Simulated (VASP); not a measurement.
# SnO (Pmn2_1) in VASP: notebook, part 2 of 2

VASP 6.6.1. Earlier steps stand in the parts before.

### Step 3. Single point, PBEsol

This run uses another cell than the first one, of 20.90 Å³/atom.

Contents of INCAR:

```
PREC = Accurate ; ENCUT = 520
EDIFF = 1E-6 ; ISMEAR = 0
SIGMA = 0.01 ; LREAL = F
LASPH = T ; NELM = 80
ALGO = Normal ; ISIF = 2
LWAVE = F ; LCHARG = F
GGA = PS ; NBANDS = 28
```

Contents of KPOINTS:

```
Automatic mesh
0
Gamma
  6 4 6
```

Contents of POSCAR:

```
SnO
1.0
    3.3991548656      0.0000000000      0.0000000000
    0.0000000000      5.7487718259      0.0000000000
    0.0000000000      0.0000000000      4.2775286081
Sn O
2 2
Direct
    0.0000000000      0.2319090000      0.5131440000
    0.5000000000      0.7680910000      0.0131440000
    0.0000000000      0.8912500000      0.7368570000
    0.5000000000      0.1087500000      0.2368570000
```

Potentials or basis: VASP PAW PBE potentials, release 64 (Sn_d, O).

Started as:

```sh
cat potpaw_PBE.64/Sn_d/POTCAR potpaw_PBE.64/O/POTCAR > POTCAR
mpirun -np 1 vasp_std > vasp.out
```

OUTCAR:

```text
PREC = Accurate
   ENCUT = 520
   EDIFF = 1E-6
   ISMEAR = 0
   LREAL = F
   LASPH = T
   NELM = 80
   ISIF = 2
   GGA = PS

 ion  position               nearest neighbor table
   1  0.000  0.232  0.513-   3 2.18   4 2.19   4 2.19
   2  0.500  0.768  0.013-   4 2.18   3 2.19   3 2.19
   3  0.000  0.891  0.737-   1 2.18   2 2.19   2 2.19
   4  0.500  0.109  0.237-   2 2.18   1 2.19   1 2.19

  LATTYP: Found a simple orthorhombic cell.
 ALAT       =     3.3991548656
[... 204 lines left out ...]
      6     -16.3204      2.00000
[... 733 lines left out ...]
     27      13.2435      0.00000
     28      13.2435      0.00000

 [... further k-points ...]
[... 5 lines left out ...]
  --------------------------------------------------------------------------------------
  -------------------------------------------------------------------------------------
  Total       -3.3292784     -2.7466387     -2.3914401      0.0000000      0.0000000      0.0000000
  in kB      -63.8148492    -52.6469454    -45.8385791      0.0000000      0.0000000      0.0000000
  external PRESSURE =     -54.1001246 kB  Pullay stress =       0.0000000 kB

 VOLUME and BASIS-vectors are now :
 -----------------------------------------------------------------------------
  energy-cutoff  :      520.00
  volume of cell :       83.59
      direct lattice vectors                 reciprocal lattice vectors
     3.399154866  0.000000000  0.000000000     0.294190774  0.000000000  0.000000000
     0.000000000  5.748771826  0.000000000     0.000000000  0.173950198  0.000000000
     0.000000000  0.000000000  4.277528608     0.000000000  0.000000000  0.233779851

 POSITION                                       TOTAL-FORCE (eV/Angst)
 -----------------------------------------------------------------------------------
      0.00000      1.33319      2.19499         0.000000     -0.817534     -0.249540
      1.69958      4.41558      0.05622         0.000000      0.817534     -0.249540
      0.00000      5.12359      3.15193         0.000000      0.149402      0.249540
      1.69958      0.62518      1.01316         0.000000     -0.149402      0.249540
 -----------------------------------------------------------------------------------
    total drift:                                0.000000      0.000000      0.003041

  FREE ENERGIE OF THE ION-ELECTRON SYSTEM (eV)
  ---------------------------------------------------
  free  energy   TOTEN  =       -23.7153466511 eV

  energy  without entropy=      -23.7153466511  energy(sigma->0) =      -23.71534665
```

OSZICAR:

```text
N       E                     dE             d eps       ncg     rms          rms(c)
DAV:   1     0.429168206618E+03    0.42917E+03   -0.20130E+04  2752   0.205E+03
DAV:   2     0.420860020024E+02   -0.38708E+03   -0.37194E+03  2808   0.529E+02
DAV:   3    -0.238215859531E+02   -0.65908E+02   -0.64701E+02  3040   0.186E+02
DAV:   4    -0.272369358014E+02   -0.34153E+01   -0.33958E+01  3148   0.456E+01
DAV:   5    -0.273215738990E+02   -0.84638E-01   -0.84623E-01  2988   0.773E+00    0.111E+01
DAV:   6    -0.238847372783E+02    0.34368E+01   -0.16594E+01  4384   0.471E+01    0.543E+00
DAV:   7    -0.237653144575E+02    0.11942E+00   -0.22188E+00  3120   0.888E+00    0.255E+00
DAV:   8    -0.237261634533E+02    0.39151E-01   -0.36580E-01  3072   0.383E+00    0.759E-01
DAV:   9    -0.237144594296E+02    0.11704E-01   -0.44737E-02  4456   0.202E+00    0.240E-01
DAV:  10    -0.237158874233E+02   -0.14280E-02   -0.81956E-03  3588   0.821E-01    0.160E-01
DAV:  11    -0.237153293097E+02    0.55811E-03   -0.26189E-03  4172   0.454E-01    0.285E-02
DAV:  12    -0.237153488778E+02   -0.19568E-04   -0.28740E-04  3044   0.123E-01    0.254E-02
DAV:  13    -0.237153473870E+02    0.14907E-05   -0.18345E-05  3088   0.299E-02    0.993E-03
DAV:  14    -0.237153466511E+02    0.73589E-06   -0.26237E-06  2460   0.124E-02
   1 F= -.23715347E+02 E0= -.23715347E+02  d E =-.609202E-12
```

stdout:

```text
POSCAR found type information on POSCAR SnO
 POSCAR found :  2 types and       4 ions
 scaLAPACK will be used
 -----------------------------------------------------------------------------
|                                                                             |
|                                                                             |
|     You enforced a specific xc type in the INCAR file but a different       |
|     I HOPE YOU KNOW WHAT YOU ARE DOING!                                     |
|                                                                             |
 -----------------------------------------------------------------------------

 LDA part: xc-table for (Slater+PW92), standard interpolation
 POSCAR, INCAR and KPOINTS ok, starting setup
 FFT: planning ... GRIDC
 FFT: planning ... GRID_SOFT
 FFT: planning ... GRID
 WAVECAR not read
 entering main loop
```

Wall time 4.9 min (1 thread of Intel Xeon 8259CL, shared host); peak memory 0.25 GiB.

Results:

| Property | Result |
| --- | --- |
| Free energy | -23.7153 eV |
| Pressure | -5.4 GPa |
| Largest force | 0.855 eV/Å |
| Band gap on the k mesh | 1.63 eV (least direct gap 2.38 eV) |

Forces on the atoms (eV/Å):
```
Sn   0.000 -0.818 -0.250
Sn   0.000  0.818 -0.250
O    0.000  0.149  0.250
O    0.000 -0.149  0.250
```

Caveat: the cell stands under tension; the PAW data sets were made with another functional, which shifts forces and pressure a little; spin-orbit coupling is left out, which moves the levels of the heavy elements. A k mesh can miss the band edges.

### Step 4. Single point, PBEsol

This run uses another cell than the first one, of 21.50 Å³/atom.

Contents of INCAR:

```
SYSTEM = SnO
PREC = Accurate ; ENCUT = 520
EDIFF = 1E-7 ; ISMEAR = 0
SIGMA = 0.01 ; LREAL = .False.
LASPH = .True. ; NELM = 80
ALGO = Normal ; ISIF = 2
LWAVE = .False. ; LCHARG = .True.
GGA = PS ; LELF = .True.
LVHAR = .True. ; NBANDS = 28
```

Contents of KPOINTS:

```
Automatic mesh
0
Gamma
  6 4 6
  0 0 0
```

Contents of POSCAR:

```
SnO
1.0
    3.4315297176      0.0000000000      0.0000000000
    0.0000000000      5.8035253291      0.0000000000
    0.0000000000      0.0000000000      4.3182694278
Sn O
2 2
Direct
    0.0000000000      0.2319090000      0.5131440000
    0.5000000000      0.7680910000      0.0131440000
    0.0000000000      0.8912500000      0.7368570000
    0.5000000000      0.1087500000      0.2368570000
```

Potentials or basis: VASP PAW PBE potentials, release 64 (Sn_d, O).

Started as:

```sh
cat potpaw_PBE.64/Sn_d/POTCAR potpaw_PBE.64/O/POTCAR > POTCAR
mpirun -np 1 vasp_std > vasp.out
```

OUTCAR:

```text
SYSTEM = SnO
   PREC = Accurate
   ENCUT = 520
   EDIFF = 1E-7
   ISMEAR = 0
   LREAL = .False.
   LASPH = .True.
   NELM = 80
   ISIF = 2
   GGA = PS

 ion  position               nearest neighbor table
   1  0.000  0.232  0.513-   3 2.20   4 2.21   4 2.21
   2  0.500  0.768  0.013-   4 2.20   3 2.21   3 2.21
   3  0.000  0.891  0.737-   1 2.20   2 2.21   2 2.21
   4  0.500  0.109  0.237-   2 2.20   1 2.21   1 2.21

  LATTYP: Found a simple orthorhombic cell.
 ALAT       =     3.4315297176
 B/A-ratio  =     1.2584094509
 C/A-ratio  =     1.6912356315

  Lattice vectors:

 A1 = (  -3.4315297176,   0.0000000000,   0.0000000000)
 A2 = (   0.0000000000,   0.0000000000,   4.3182694278)
 A3 = (   0.0000000000,   5.8035253291,   0.0000000000)

Analysis of symmetry for initial positions (statically):
=====================================================================
 Subroutine PRICEL returns:
 Original cell was already a primitive cell.

 Routine SETGRP: Setting up the symmetry group for a
 simple orthorhombic supercell.

 Subroutine GETGRP returns: Found  4 space group operations
 (whereof  2 operations were pure point group operations)
 out of a pool of  8 trial point group operations.

The static configuration has the point symmetry C_1h.
 The point group associated with its full space group is C_2v.

Analysis of symmetry for dynamics (positions and initial velocities):
=====================================================================
 Subroutine PRICEL returns:
 Original cell was already a primitive cell.

 Routine SETGRP: Setting up the symmetry group for a
 simple orthorhombic supercell.

 Subroutine GETGRP returns: Found  4 space group operations
 (whereof  2 operations were pure point group operations)
 out of a pool of  8 trial point group operations.

The dynamic configuration has the point symmetry C_1h.
 The point group associated with its full space group is C_2v.

[... 114 lines left out ...]
   NUPDOWN=      -1.0000    fix difference up-down
   EMIN   =  10.00;   EMAX   =-10.00  energy-range for DOS
   EFERMI =   0.00;   METHOD = LEGACY
   ISMEAR =     0;   SIGMA  =   0.01  broadening in eV -4-tet -1-fermi 0-gaus
   EFERMI_NEDOS =   21; number of points for ismear=-14 and -15
   IALGO  =     38    algorithm
   IMIX   =      4    mixing-type and parameters
     AMIX     =   0.40;   BMIX     =  1.00
     AMIX_MAG =   1.60;   BMIX_MAG =  1.00
  volume/ion in A,a.u.               =      21.50       145.09
  Fermi-wavevector in a.u.,A,eV,Ry     =   1.268426  2.396977 21.890465  1.608904
  Thomas-Fermi vector in A             =   2.401521
   LORBIT       =      0    0 simple, 1 ext, 2 COOP (PROOUT), +10 PAW based schemes
   GGA     = PS    functional components
   LHFCALC =     F    Hartree Fock is set to
   AEXX    =    0.0000 exact exchange contribution
   IVDW    =     0    specifies the selected vdW correction
   LEPSILON=     F    determine dielectric tensor
   LRPA    =     F    only Hartree local field effects (RPA)
 non-spin polarized calculation
 Gauss-broadening in eV      SIGMA  =   0.01
  energy-cutoff  :      520.00
  volume of cell :       86.00
 maximum number of plane-waves:      2340
 NGX is ok and might be reduce to    28
   NGX = 13   NGY = 21   NGZ = 17

 number of electron      39.9999993 magnetization

 Free energy of the ion-electron system (eV)
  ---------------------------------------------------
  ext. energy  EPLUGINS =         0.00000000
  ---------------------------------------------------
  free energy    TOTEN  =       -23.62404730 eV

  energy without entropy =      -23.62404730  energy(sigma->0) =      -23.62404730

 E-fermi :   4.0747     XC(G=0):  -9.4404

 val. band max:        3.9495782175   @ k =   0.0000   0.0000   0.0000
 cond. band min:       5.6065851318   @ k =   0.0000   0.5000   0.3333
 fundamental gap:      1.6570069143
 Fermi energy:         4.0746773988

 k-point     1 :       0.0000    0.0000    0.0000
  band No.  band energies     occupation
      1     -16.9620      2.00000
      2     -16.7379      2.00000
      3     -16.6774      2.00000
      4     -16.6565      2.00000
      5     -16.6346      2.00000
      6     -16.6033      2.00000
[... 733 lines left out ...]
     27      12.8480      0.00000
     28      12.8480      0.00000

 [... further k-points ...]
[... 5 lines left out ...]
  --------------------------------------------------------------------------------------
  -------------------------------------------------------------------------------------
  Total       -4.3600359     -3.7102601     -3.1256124      0.0000000      0.0000000      0.0000000
  in kB      -81.2290293    -69.1234736    -58.2312772      0.0000000      0.0000000      0.0000000
  external PRESSURE =     -69.5279267 kB  Pullay stress =       0.0000000 kB

 VOLUME and BASIS-vectors are now :
 -----------------------------------------------------------------------------
  energy-cutoff  :      520.00
  volume of cell :       86.00
      direct lattice vectors                 reciprocal lattice vectors
     3.431529718  0.000000000  0.000000000     0.291415224  0.000000000  0.000000000
     0.000000000  5.803525329  0.000000000     0.000000000  0.172309061  0.000000000
     0.000000000  0.000000000  4.318269428     0.000000000  0.000000000  0.231574249

 POSITION                                       TOTAL-FORCE (eV/Angst)
 -----------------------------------------------------------------------------------
      0.00000      1.34589      2.21589         0.000000     -1.134222     -0.350467
      1.71576      4.45764      0.05676         0.000000      1.134222     -0.350467
      0.00000      5.17239      3.18195         0.000000      0.163859      0.350467
      1.71576      0.63113      1.02281         0.000000     -0.163859      0.350467
 -----------------------------------------------------------------------------------
    total drift:                                0.000000      0.000000      0.001099

  FREE ENERGIE OF THE ION-ELECTRON SYSTEM (eV)
  ---------------------------------------------------
  free  energy   TOTEN  =       -23.6240472998 eV

  energy  without entropy=      -23.6240472998  energy(sigma->0) =      -23.62404730
```

Wall time 4.7 min (1 thread of Intel Xeon 8259CL, shared host); peak memory 0.25 GiB.

What came out:

```
Free energy            : -23.6240 eV
Pressure               : -7.0 GPa
Largest force          : 1.187 eV/Å
Band gap on the k mesh : 1.66 eV (least direct gap 2.41 eV)
```

Forces on the atoms (eV/Å):
```
Sn   0.000 -1.134 -0.350
Sn   0.000  1.134 -0.350
O    0.000  0.164  0.350
O    0.000 -0.164  0.350
```

Caveat: the cell stands under tension; the PAW data sets were made with another functional, which shifts forces and pressure a little; spin-orbit coupling is left out, which moves the levels of the heavy elements. A k mesh can miss the band edges.

### Step 5. The runs side by side

```csv
cell,gap on the mesh (eV),pressure (GPa),largest force (eV/Å)
"a = 3.366, b = 5.693, c = 4.236 Å, 4 atoms",1.59,-3.6,0.48
"a = 3.399, b = 5.749, c = 4.278 Å, 4 atoms",1.63,-5.4,0.85
"a = 3.432, b = 5.804, c = 4.318 Å, 4 atoms",1.66,-7.0,1.19
```

Alike in all rows: task single point; level PBEsol; potentials or basis VASP PAW PBE potentials, release 64 (Sn_d, O); no spin polarisation; k mesh 6 × 4 × 6; cutoff (eV) 520; smearing gaussian 0.01 eV.

Caveats: the cell stands under tension; the PAW data sets were made with another functional, which shifts forces and pressure a little; spin-orbit coupling is left out, which moves the levels of the heavy elements.

Total energies depend on the potentials used, so only differences within one code and one set of settings carry meaning.
